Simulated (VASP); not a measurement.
# SiO2 (P4_12_12) in VASP: density of states with PBE

Aim: the density of states of SiO2 with PBE.

All numbers are computed with VASP 6.6.1; they aren't measurements. Logs are shortened: lines on timing, memory, paths and dates and some standing lists are left out, and cuts for length are marked.

## Step 1: The cell of the first run

The structure is tetragonal, space group P4_12_12 (No. 92). Conventional cell: a = 5.084 Å, b = 5.084 Å, c = 7.101 Å, α = 90.00°, β = 90.00°, γ = 90.00°. Within 2.2 Å of Si (site symmetry 2) lie 4 O at 1.62 to 1.63 Å. O (site symmetry 1) has 2 Si at 1.62 to 1.63 Å within 2.2 Å.

## Step 2: Density of states, PBE

POSCAR reads:

```
SiO2
1.0
    5.0836999392      0.0000000000      0.0000000000
    0.0000000000      5.0836999392      0.0000000000
    0.0000000000      0.0000000000      7.1008765718
Si O
4 8
Direct
    0.2938575611      0.2938575611      0.0000000000
    0.2061424389      0.7938575611      0.2500000000
    0.7061424389      0.7061424389      0.5000000000
    0.7938575611      0.2061424389      0.7500000000
    0.2411800971      0.0934526146      0.1742257763
    0.4065473854      0.7411800971      0.4242257763
    0.7588199029      0.9065473854      0.6742257763
    0.5934526146      0.2588199029      0.9242257763
    0.7411800971      0.4065473854      0.5757742237
    0.9065473854      0.7588199029      0.3257742237
    0.2588199029      0.5934526146      0.0757742237
    0.0934526146      0.2411800971      0.8257742237
```

INCAR.step1 reads:

```
SYSTEM = SiO2
PREC = Accurate
ENCUT = 520
EDIFF = 1E-7
ISMEAR = 0
SIGMA = 0.02
LREAL = .FALSE.
LASPH = .TRUE.
NELM = 100
ALGO = Normal
ISIF = 2
LWAVE = .FALSE.
LCHARG = .TRUE.
GGA = PE
NBANDS = 44
```

KPOINTS.step1 reads:

```
regular mesh
0
G
  6 6 4
  0 0 0
```

INCAR.step2 reads:

```
SYSTEM = SiO2
PREC = Accurate
ENCUT = 520
EDIFF = 1E-7
ISMEAR = -5
SIGMA = 0.02
LREAL = .FALSE.
LASPH = .TRUE.
NELM = 100
ALGO = Normal
ISIF = 2
LWAVE = .FALSE.
LCHARG = .FALSE.
GGA = PE
LORBIT = 11
NBANDS = 44
NEDOS = 1001
ICHARG = 11
```

KPOINTS.step2 reads:

```
regular mesh
0
G
  9 9 6
  0 0 0
```

Potentials or basis: VASP PAW PBE potentials, release 64 (Si, O).

On the command line:

```sh
cat potpaw_PBE.64/Si/POTCAR potpaw_PBE.64/O/POTCAR > POTCAR
cp INCAR.step1 INCAR
cp KPOINTS.step1 KPOINTS
mpirun -np 1 vasp_std > vasp.out
cp INCAR.step2 INCAR
cp KPOINTS.step2 KPOINTS
mpirun -np 1 vasp_std > vasp.out
```

OUTCAR:

```text
SYSTEM = SiO2
   PREC = Accurate
   ENCUT = 520
   EDIFF = 1E-7
   ISMEAR = -5
   LREAL = .FALSE.
   LASPH = .TRUE.
   NELM = 100
   ISIF = 2
   GGA = PE
   LORBIT = 11
   ICHARG = 11

 ion  position               nearest neighbor table
   1  0.294  0.294  0.000-   5 1.62  12 1.62  11 1.63   8 1.63   2 3.13   4 3.13   2 3.13   4 3.13

   2  0.206  0.794  0.250-   6 1.62  11 1.62  10 1.63   5 1.63   1 3.13   3 3.13   1 3.13   3 3.13

   3  0.706  0.706  0.500-   7 1.62  10 1.62   9 1.63   6 1.63   2 3.13   4 3.13   4 3.13   2 3.13

   4  0.794  0.206  0.750-   8 1.62   9 1.62   7 1.63  12 1.63   1 3.13   3 3.13   3 3.13   1 3.13

   5  0.241  0.093  0.174-   1 1.62   2 1.63
   6  0.407  0.741  0.424-   2 1.62   3 1.63
   7  0.759  0.907  0.674-   3 1.62   4 1.63
   8  0.593  0.259  0.924-   4 1.62   1 1.63
   9  0.741  0.407  0.576-   4 1.62   3 1.63
  10  0.907  0.759  0.326-   3 1.62   2 1.63
  11  0.259  0.593  0.076-   2 1.62   1 1.63
  12  0.093  0.241  0.826-   1 1.62   4 1.63

  LATTYP: Found a simple tetragonal cell.
 ALAT       =     5.0836999392
 C/A-ratio  =     1.3967930163

  Lattice vectors:

 A1 = (   5.0836999392,   0.0000000000,   0.0000000000)
 A2 = (   0.0000000000,   5.0836999392,   0.0000000000)
 A3 = (   0.0000000000,   0.0000000000,   7.1008765718)

Analysis of symmetry for initial positions (statically):
=====================================================================
 Subroutine PRICEL returns:
 Original cell was already a primitive cell.

 Routine SETGRP: Setting up the symmetry group for a
 simple tetragonal supercell.

 Subroutine GETGRP returns: Found  8 space group operations
 (whereof  2 operations were pure point group operations)
 out of a pool of 16 trial point group operations.

The static configuration has the point symmetry C_2 .
 The point group associated with its full space group is D_4 .

Analysis of symmetry for dynamics (positions and initial velocities):
=====================================================================
 Subroutine PRICEL returns:
 Original cell was already a primitive cell.

 Routine SETGRP: Setting up the symmetry group for a
 simple tetragonal supercell.

 Subroutine GETGRP returns: Found  8 space group operations
[... 148 lines left out ...]
  Fermi-wavevector in a.u.,A,eV,Ry     =   1.152332  2.177591 18.066750  1.327869
  Thomas-Fermi vector in A             =   2.288984
   LORBIT       =     11    0 simple, 1 ext, 2 COOP (PROOUT), +10 PAW based schemes
   GGA     = PE    functional components
   LHFCALC =     F    Hartree Fock is set to
   AEXX    =    0.0000 exact exchange contribution
   IVDW    =     0    specifies the selected vdW correction
   LEPSILON=     F    determine dielectric tensor
   LRPA    =     F    only Hartree local field effects (RPA)
 non-spin polarized calculation
 Fermi weights with tetrahedron method with Bloechl corrections
  energy-cutoff  :      520.00
  volume of cell :      183.52
 maximum number of plane-waves:      4974
 NGX is ok and might be reduce to    40

 number of electron      63.9999979 magnetization

 Free energy of the ion-electron system (eV)
  ---------------------------------------------------
  ext. energy  EPLUGINS =         0.00000000
  ---------------------------------------------------
  free energy    TOTEN  =       -94.95225852 eV

  energy without entropy =      -94.95225852  energy(sigma->0) =      -94.95225852

 E-fermi :  -0.2678     XC(G=0):  -8.0987

 val. band max:       -0.2972389997   @ k =   0.0000   0.0000   0.0000
 cond. band min:       5.2150461343   @ k =   0.0000   0.0000   0.0000
 fundamental gap:      5.5122851340
 Fermi energy:        -0.2677616583

 k-point     1 :       0.0000    0.0000    0.0000
  band No.  band energies     occupation
      1     -19.6164      2.00000
      2     -18.7558      2.00000
      3     -18.7558      2.00000
      4     -17.6326      2.00000
      5     -17.6044      2.00000
      6     -17.6032      2.00000
[... 1117 lines left out ...]
     43      10.6572      0.00000
     44      10.9753      0.00000

 [... further k-points ...]

------------------------ aborting loop because EDIFF is reached ----------------------------------------

  FORCE on cell =-STRESS in cart. coord.  units (eV):
  Direction    XX          YY          ZZ          XY          YZ          ZX
  --------------------------------------------------------------------------------------
  -------------------------------------------------------------------------------------
  Total        0.1075371      0.1075371      0.0432983      0.0000000      0.0000000     -0.0000000
  in kB        0.9388520      0.9388520      0.3780156      0.0000000      0.0000000     -0.0000000
  external PRESSURE =       0.7519065 kB  Pullay stress =       0.0000000 kB

 VOLUME and BASIS-vectors are now :
 -----------------------------------------------------------------------------
  energy-cutoff  :      520.00
  volume of cell :      183.52
      direct lattice vectors                 reciprocal lattice vectors
     5.083699939  0.000000000  0.000000000     0.196707125  0.000000000  0.000000000
     0.000000000  5.083699939  0.000000000     0.000000000  0.196707125  0.000000000
     0.000000000  0.000000000  7.100876572     0.000000000  0.000000000  0.140827684

 POSITION                                       TOTAL-FORCE (eV/Angst)
 -----------------------------------------------------------------------------------
      1.49388      1.49388      0.00000         0.012969      0.012969      0.000000
      1.04797      4.03573      1.77522        -0.012969      0.012969      0.000000
      3.58982      3.58982      3.55044        -0.012969     -0.012969      0.000000
      4.03573      1.04797      5.32566         0.012969     -0.012969     -0.000000
      1.22609      0.47509      1.23716         0.000951      0.000265     -0.009122
      2.06676      3.76794      3.01237        -0.000265      0.000951     -0.009122
      3.85761      4.60861      4.78759        -0.000951     -0.000265     -0.009122
      3.01694      1.31576      6.56281         0.000265     -0.000951     -0.009122
      3.76794      2.06676      4.08850         0.000951     -0.000265      0.009122
      4.60861      3.85761      2.31328        -0.000265     -0.000951      0.009122
      1.31576      3.01694      0.53806        -0.000951      0.000265      0.009122
      0.47509      1.22609      5.86372         0.000265      0.000951      0.009122
 -----------------------------------------------------------------------------------
    total drift:                                0.000000     -0.000000      0.000000

  FREE ENERGIE OF THE ION-ELECTRON SYSTEM (eV)
  ---------------------------------------------------
  free  energy   TOTEN  =       -94.9522585169 eV

  energy  without entropy=      -94.9522585169  energy(sigma->0) =      -94.95225852

 total charge

# of ion       s       p       d       tot
------------------------------------------
    1        0.636   0.978   0.000   1.614
    2        0.636   0.978   0.000   1.614
    3        0.636   0.978   0.000   1.614
    4        0.636   0.978   0.000   1.614
    5        1.546   3.692   0.000   5.238
    6        1.546   3.692   0.000   5.238
    7        1.546   3.692   0.000   5.238
    8        1.546   3.692   0.000   5.238
    9        1.546   3.692   0.000   5.238
   10        1.546   3.692   0.000   5.238
   11        1.546   3.692   0.000   5.238
   12        1.546   3.692   0.000   5.238
--------------------------------------------------
tot         14.914  33.446   0.000  48.360
```

OUTCAR.step1:

```text
SYSTEM = SiO2
   PREC = Accurate
   ENCUT = 520
   EDIFF = 1E-7
   ISMEAR = 0
   LREAL = .FALSE.
   LASPH = .TRUE.
   NELM = 100
[... 1395 lines left out ...]
      4.60861      3.85761      2.31328        -0.000139     -0.000983      0.009186
      1.31576      3.01694      0.53806        -0.000983      0.000139      0.009186
      0.47509      1.22609      5.86372         0.000139      0.000983      0.009186
 -----------------------------------------------------------------------------------
    total drift:                                0.000000     -0.000000     -0.000000

  FREE ENERGIE OF THE ION-ELECTRON SYSTEM (eV)
  ---------------------------------------------------
  free  energy   TOTEN  =       -94.9522150446 eV

  energy  without entropy=      -94.9522150446  energy(sigma->0) =      -94.95221504
```

It took 11 min on 1 thread of Intel Xeon Platinum 8488C (Sapphire Rapids), shared host; peak memory 0.47 GiB.

Results:

```
Valence electrons inside the program's atomic spheres : Si 1.61; O 5.24
```

Levels at points of the mesh, in eV from the valence-band top:
```tsv
k point	band 29	band 30	band 31	band 32	band 33	band 34	band 35	band 36
(0.00, 0.00, 0.00)	-0.66	-0.25	-0.25	0.00	5.51	8.67	8.67	8.87
(0.00, 0.00, 0.50)	-0.49	-0.49	-0.39	-0.39	6.70	6.70	9.31	9.31
```
